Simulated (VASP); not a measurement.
Crystal: I.

```xyz
1
Lattice="2.5383 -3.7066 0.0000 2.5383 3.7066 0.0000 -1.6209 0.0000 2.3811" Properties=species:S:1:pos:R:3 pbc="T T T"
I     1.7279    0.0000    1.1905
```

Base run:

* Program: VASP 6.6.1
* Functional: PBE
* Potentials or basis: VASP PAW PBE potentials, release 64 (I)
* Cutoff: 520 eV
* k mesh: 7 × 7 × 11
* Occupations: fermi-dirac, width 0.05 eV
* Spin: no spin polarisation

Its results: pressure 1.1 GPa.

Task: The run is repeated on the same cell with these changes: functional from PBE to LDA; potentials or basis from VASP PAW PBE potentials, release 64 (I) to VASP PAW LDA potentials, release 64 (I). What comes out?

Result: Pressure -1.3 GPa.

Caveats: an odd number of electrons without spin polarisation forces a metal; a magnetic or distorted state may lie lower.
